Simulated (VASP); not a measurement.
# Cd3SeS2 (P6_3mc) in VASP: further runs

Runs on Cd3SeS2. Level: PBE. Tasks: single point, relaxation of cell and atoms.

All numbers are computed with VASP 6.6.1; they aren't measurements. Logs are shortened: lines on timing, memory, paths and dates and some standing lists are left out, and cuts for length are marked.

### 1 The cell of the first run

The structure is hexagonal, space group P6_3mc (No. 186). Conventional cell: a = 4.257 Å, b = 4.257 Å, c = 20.823 Å, α = 90.00°, β = 90.00°, γ = 120.00°. Cd (site symmetry 3m) has 4 S at 2.57 to 2.59 Å within 3.4 Å. Within 3.4 Å of Cd (site symmetry 3m) lie 1 S at 2.57 Å and 3 Se at 2.65 Å. Within 3.4 Å of Cd (site symmetry 3m) lie 3 S at 2.58 Å and 1 Se at 2.69 Å. Se (site symmetry 3m) has 4 Cd at 2.65 to 2.69 Å within 3.5 Å. S (site symmetry 3m) has 4 Cd at 2.57 to 2.58 Å within 3.4 Å. Within 3.4 Å of S (site symmetry 3m) lie 4 Cd at 2.57 to 2.59 Å.

### 2 Single point, PBE

The input, INCAR:

```
  ALGO = Normal
  EDIFF = 1E-7
  ENCUT = 520
  GGA = PE
  ISIF = 2
  ISMEAR = 0
  LASPH = T
  LCHARG = F
  LREAL = F
  LWAVE = F
  NBANDS = 66
  NELM = 80
  PREC = Accurate
  SIGMA = 0.02
```

The input, KPOINTS:

```
k-points
0
Gamma
  6 6 2
```

The input, POSCAR:

```
Cd3SeS2
1.0
    4.2570224330      0.0000000000      0.0000000000
   -2.1285112165      3.6866895714      0.0000000000
    0.0000000000      0.0000000000     20.8231224000
Cd Se S
6 2 4
Direct
    0.6666666667      0.3333333333      0.9997850000
    0.6666666667      0.3333333333      0.3380020000
    0.6666666667      0.3333333333      0.6617890000
    0.3333333333      0.6666666667      0.1617890000
    0.3333333333      0.6666666667      0.4997850000
    0.3333333333      0.6666666667      0.8380020000
    0.6666666667      0.3333333333      0.7907640000
    0.3333333333      0.6666666667      0.2907640000
    0.6666666667      0.3333333333      0.1233560000
    0.6666666667      0.3333333333      0.4613040000
    0.3333333333      0.6666666667      0.6233560000
    0.3333333333      0.6666666667      0.9613040000
```

Potentials or basis: VASP PAW PBE potentials, release 64 (Cd, Se, S).

Launch:

```console
> cat potpaw_PBE.64/Cd/POTCAR potpaw_PBE.64/Se/POTCAR potpaw_PBE.64/S/POTCAR > POTCAR
> mpirun -np 1 vasp_std > vasp.out
```

OUTCAR:

```text
EDIFF = 1E-7
   ENCUT = 520
   GGA = PE
   ISIF = 2
   ISMEAR = 0
   LASPH = T
   LREAL = F
   NELM = 80
   PREC = Accurate

 ion  position               nearest neighbor table
   1  0.667  0.333  1.000-   9 2.57  12 2.59  12 2.59  12 2.59
   2  0.667  0.333  0.338-  10 2.57   8 2.65   8 2.65   8 2.65
   3  0.667  0.333  0.662-  11 2.58  11 2.58  11 2.58   7 2.69
   4  0.333  0.667  0.162-   9 2.58   9 2.58   9 2.58   8 2.69
   5  0.333  0.667  0.500-  11 2.57  10 2.59  10 2.59  10 2.59
   6  0.333  0.667  0.838-  12 2.57   7 2.65   7 2.65   7 2.65
   7  0.667  0.333  0.791-   6 2.65   6 2.65   6 2.65   3 2.69
   8  0.333  0.667  0.291-   2 2.65   2 2.65   2 2.65   4 2.69
   9  0.667  0.333  0.123-   1 2.57   4 2.58   4 2.58   4 2.58
  10  0.667  0.333  0.461-   2 2.57   5 2.59   5 2.59   5 2.59
  11  0.333  0.667  0.623-   5 2.57   3 2.58   3 2.58   3 2.58
  12  0.333  0.667  0.961-   6 2.57   1 2.59   1 2.59   1 2.59

  LATTYP: Found a hexagonal cell.
 ALAT       =     4.2570224330
 C/A-ratio  =     4.8914758444

  Lattice vectors:

 A1 = (   4.2570224330,   0.0000000000,   0.0000000000)
 A2 = (  -2.1285112165,   3.6866895714,   0.0000000000)
 A3 = (   0.0000000000,   0.0000000000,  20.8231224000)

Analysis of symmetry for initial positions (statically):
=====================================================================
 Subroutine PRICEL returns:
 Original cell was already a primitive cell.

 Routine SETGRP: Setting up the symmetry group for a
 hexagonal supercell.

 Subroutine GETGRP returns: Found 12 space group operations
 (whereof  6 operations were pure point group operations)
 out of a pool of 24 trial point group operations.

The static configuration has the point symmetry C_3v.
 The point group associated with its full space group is C_6v.

Analysis of symmetry for dynamics (positions and initial velocities):
=====================================================================
 Subroutine PRICEL returns:
 Original cell was already a primitive cell.

 Routine SETGRP: Setting up the symmetry group for a
 hexagonal supercell.

 Subroutine GETGRP returns: Found 12 space group operations
 (whereof  6 operations were pure point group operations)
 out of a pool of 24 trial point group operations.

The dynamic configuration has the point symmetry C_3v.
 The point group associated with its full space group is C_6v.

 Subroutine INISYM returns: Found 12 space group operations
 (whereof  6 operations are pure point group operations),
 and found     1 'primitive' translations

----------------------------------------------------------------------------------------

                                     Primitive cell

  volume of cell :     326.8048

  direct lattice vectors                    reciprocal lattice vectors
     4.257022433  0.000000000  0.000000000     0.234905974  0.135623027  0.000000000
    -2.128511217  3.686689571  0.000000000     0.000000000  0.271246054  0.000000000
     0.000000000  0.000000000 20.823122400     0.000000000  0.000000000  0.048023538

  length of vectors
     4.257022433  4.257022433 20.823122400     0.271246054  0.271246054  0.048023538

  position of ions in fractional coordinates (direct lattice)
     0.666666667  0.333333333  0.999785000
     0.666666667  0.333333333  0.338002000
     0.666666667  0.333333333  0.661789000
     0.333333333  0.666666667  0.161789000
     0.333333333  0.666666667  0.499785000
     0.333333333  0.666666667  0.838002000
     0.666666667  0.333333333  0.790764000
     0.333333333  0.666666667  0.290764000
     0.666666667  0.333333333  0.123356000
     0.666666667  0.333333333  0.461304000
     0.333333333  0.666666667  0.623356000
     0.333333333  0.666666667  0.961304000

  ion indices of the primitive-cell ions
   primitive index   ion index
                 1           1
                 2           2
                 3           3
                 4           4
                 5           5
                 6           6
                 7           7
                 8           8
                 9           9
                10          10
                11          11
                12          12

----------------------------------------------------------------------------------------

 KPOINTS: k-points

Automatic generation of k-mesh.
 Grid dimensions read from file:
 generate k-points for:    6    6    2

 Generating k-lattice:

  Cartesian coordinates                     Fractional coordinates (reciprocal lattice)
     0.039150996  0.022603838  0.000000000     0.166666667 -0.000000000  0.000000000
     0.000000000  0.045207676  0.000000000     0.000000000  0.166666667  0.000000000
     0.000000000  0.000000000  0.024011769     0.000000000  0.000000000  0.500000000

  Length of vectors
     0.045207676  0.045207676  0.024011769

  Shift w.r.t. Gamma in fractional coordinates (k-lattice)
     0.000000000  0.000000000  0.000000000

 Subroutine IBZKPT returns following result:
 ===========================================

 Found     14 irreducible k-points:

 Following reciprocal coordinates:
            Coordinates               Weight
  0.000000  0.000000  0.000000      1.000000
  0.166667  0.000000  0.000000      6.000000
  0.333333  0.000000  0.000000      6.000000
  0.500000  0.000000  0.000000      3.000000
  0.166667  0.166667  0.000000      6.000000
  0.333333  0.166667  0.000000     12.000000
  0.333333  0.333333  0.000000      2.000000
  0.000000  0.000000  0.500000      1.000000
  0.166667  0.000000  0.500000      6.000000
  0.333333  0.000000  0.500000      6.000000
  0.500000  0.000000  0.500000      3.000000
  0.166667  0.166667  0.500000      6.000000
  0.333333  0.166667  0.500000     12.000000
  0.333333  0.333333  0.500000      2.000000
   k-points           NKPTS =     14   k-points in BZ     NKDIM =     14   number of bands    NBANDS=     66
   number of dos      NEDOS =    301   number of ions     NIONS =     12
   total plane-waves  NPLWV = 163840
   dimension x,y,z NGX =    32 NGY =   32 NGZ =  160
   dimension x,y,z NGXF=    64 NGYF=   64 NGZF=  320
   ions per type =               6   2   4
   NGX,Y,Z   is equivalent  to a cutoff of  12.50, 12.50, 12.77 a.u.
   NGXF,Y,Z  is equivalent  to a cutoff of  24.99, 24.99, 25.55 a.u.
 SYSTEM =  unknown system
   PREC   = accura    normal or accurate (medium, high low for compatibility)
   ISTART =      0    job   : 0-new  1-cont  2-samecut
   ICHARG =      2    charge: 1-file 2-atom 10-const
   ISPIN  =      1    spin polarized calculation?
   LNONCOLLINEAR =      F non collinear calculations
   LSORBIT =      F    spin-orbit coupling
   LASPH  =      T    aspherical Exc in radial PAW
   ENCUT  =  520.0 eV  38.22 Ry    6.18 a.u.   7.92  7.92 38.72*2*pi/ulx,y,z
   NELM   =     80;   NELMIN=  2; NELMDL= -5     # of ELM steps
   EDIFF  = 0.1E-06   stopping-criterion for ELM
   LREAL  =      F    real-space projection
   EDIFFG = 0.1E-05   stopping-criterion for IOM
   NSW    =      0    number of steps for IOM
   IBRION =     -1    ionic relax: 0-MD 1-quasi-New 2-CG
   NFREE  =      0    steps in history (QN), initial steepest desc. (CG)
   ISIF   =      2    stress and relaxation
   ISYM   =      2    0-nonsym 1-usesym 2-fastsym
   POTIM  = 0.5000    time-step for ionic-motion
   TEBEG  =    0.0;   TEEND  =   0.0 temperature during run
   PSTRESS=    0.0 pullay stress
   NELECT =     108.0000    total number of electrons
   NUPDOWN=      -1.0000    fix difference up-down
   EMIN   =  10.00;   EMAX   =-10.00  energy-range for DOS
   EFERMI =   0.00;   METHOD = LEGACY
   ISMEAR =     0;   SIGMA  =   0.02  broadening in eV -4-tet -1-fermi 0-gaus
   EFERMI_NEDOS =   21; number of points for ismear=-14 and -15
   IALGO  =     38    algorithm
   IMIX   =      4    mixing-type and parameters
     AMIX     =   0.40;   BMIX     =  1.00
     AMIX_MAG =   1.60;   BMIX_MAG =  1.00
  volume/ion in A,a.u.               =      27.23       183.78
  Fermi-wavevector in a.u.,A,eV,Ry     =   1.131844  2.138875 17.430031  1.281071
  Thomas-Fermi vector in A             =   2.268544
   LORBIT       =      0    0 simple, 1 ext, 2 COOP (PROOUT), +10 PAW based schemes
   GGA     = PE    functional components
   LHFCALC =     F    Hartree Fock is set to
   AEXX    =    0.0000 exact exchange contribution
   IVDW    =     0    specifies the selected vdW correction
   LEPSILON=     F    determine dielectric tensor
   LRPA    =     F    only Hartree local field effects (RPA)
 non-spin polarized calculation
 Gauss-broadening in eV      SIGMA  =   0.02
  energy-cutoff  :      520.00
  volume of cell :      326.80
 maximum number of plane-waves:      8886
 NGX is ok and might be reduce to    32
   NGX = 15   NGY = 15   NGZ = 77

 number of electron     108.0000017 magnetization

 Free energy of the ion-electron system (eV)
  ---------------------------------------------------
  ext. energy  EPLUGINS =         0.00000000
  ---------------------------------------------------
  free energy    TOTEN  =       -35.50492592 eV

  energy without entropy =      -35.50492592  energy(sigma->0) =      -35.50492592

 E-fermi :   1.0340     XC(G=0):  -8.8221

 val. band max:        0.9431046791   @ k =   0.0000   0.0000   0.0000
 cond. band min:       1.6712676907   @ k =   0.0000   0.0000   0.0000
 fundamental gap:      0.7281630116
 Fermi energy:         1.0340380103

 k-point     1 :       0.0000    0.0000    0.0000
  band No.  band energies     occupation
      1     -11.3837      2.00000
      2     -11.3012      2.00000
      3     -11.2780      2.00000
      4     -11.1198      2.00000
      5     -11.0862      2.00000
      6     -11.0119      2.00000
[... 58 lines left out ...]
     65       7.1293      0.00000
     66       7.1399      0.00000

 k-point     2 :       0.1667    0.0000    0.0000
  band No.  band energies     occupation
      1     -11.3024      2.00000
      2     -11.2292      2.00000
      3     -11.2077      2.00000
      4     -11.0694      2.00000
      5     -11.0404      2.00000
      6     -10.9766      2.00000
[... 886 lines left out ...]
     65       6.9633      0.00000
     66       6.9633      0.00000

------------------------ aborting loop because EDIFF is reached ----------------------------------------

  FORCE on cell =-STRESS in cart. coord.  units (eV):
  Direction    XX          YY          ZZ          XY          YZ          ZX
  --------------------------------------------------------------------------------------
  -------------------------------------------------------------------------------------
  Total        0.5604629      0.5604629      0.5877152      0.0000000      0.0000000      0.0000000
  in kB        2.7476985      2.7476985      2.8813044      0.0000000      0.0000000      0.0000000
  external PRESSURE =       2.7922338 kB  Pullay stress =       0.0000000 kB

 VOLUME and BASIS-vectors are now :
 -----------------------------------------------------------------------------
  energy-cutoff  :      520.00
  volume of cell :      326.80
      direct lattice vectors                 reciprocal lattice vectors
     4.257022433  0.000000000  0.000000000     0.234905974  0.135623027  0.000000000
    -2.128511217  3.686689571  0.000000000     0.000000000  0.271246054  0.000000000
     0.000000000  0.000000000 20.823122400     0.000000000  0.000000000  0.048023538

 POSITION                                       TOTAL-FORCE (eV/Angst)
 -----------------------------------------------------------------------------------
      2.12851      1.22890     20.81865         0.000000     -0.000000     -0.002906
      2.12851      1.22890      7.03826        -0.000000      0.000000     -0.000374
      2.12851      1.22890     13.78051         0.000000     -0.000000      0.000478
     -0.00000      2.45779      3.36895        -0.000000      0.000000      0.000478
     -0.00000      2.45779     10.40708        -0.000000      0.000000     -0.002906
     -0.00000      2.45779     17.44982         0.000000     -0.000000     -0.000374
      2.12851      1.22890     16.46618         0.000000      0.000000     -0.005122
     -0.00000      2.45779      6.05461         0.000000     -0.000000     -0.005122
      2.12851      1.22890      2.56866         0.000000      0.000000      0.005598
      2.12851      1.22890      9.60579        -0.000000      0.000000      0.002326
     -0.00000      2.45779     12.98022        -0.000000     -0.000000      0.005598
     -0.00000      2.45779     20.01735         0.000000     -0.000000      0.002326
 -----------------------------------------------------------------------------------
    total drift:                                0.000000      0.000000      0.002319

  FREE ENERGIE OF THE ION-ELECTRON SYSTEM (eV)
  ---------------------------------------------------
  free  energy   TOTEN  =       -35.5049259235 eV

  energy  without entropy=      -35.5049259235  energy(sigma->0) =      -35.50492592
```

It took 3.7 min on 1 thread of Intel Xeon 6975P-C (Granite Rapids), shared host; peak memory 0.54 GiB.

Results:

```
Free energy            : -35.5049 eV
Pressure               : 0.3 GPa
Largest force          : 0.006 eV/Å
Band gap on the k mesh : 0.73 eV
```

Forces on the atoms (eV/Å):
```
Cd   0.000  0.000 -0.003
Cd   0.000  0.000  0.000
Cd   0.000  0.000  0.000
Cd   0.000  0.000  0.000
Cd   0.000  0.000 -0.003
Cd   0.000  0.000  0.000
Se   0.000  0.000 -0.005
Se   0.000  0.000 -0.005
S    0.000  0.000  0.006
S    0.000  0.000  0.002
S    0.000  0.000  0.006
S    0.000  0.000  0.002
```

Levels at points of the mesh, in eV from the valence-band top:
| k point | band 51 | band 52 | band 53 | band 54 | band 55 | band 56 | band 57 | band 58 |
| --- | --- | --- | --- | --- | --- | --- | --- | --- |
| (0.00, 0.00, 0.00) | -0.05 | -0.05 | 0.00 | 0.00 | 0.73 | 1.94 | 2.00 | 2.33 |
| (0.50, 0.00, 0.00) | -1.27 | -1.09 | -0.89 | -0.76 | 2.85 | 2.88 | 3.24 | 3.40 |
| (0.00, 0.00, 0.50) | -0.02 | -0.02 | -0.02 | -0.02 | 1.28 | 1.28 | 2.28 | 2.28 |
| (0.50, 0.00, 0.50) | -1.23 | -1.23 | -0.82 | -0.82 | 3.04 | 3.04 | 3.08 | 3.08 |

(Continued in part 2 of 2.)
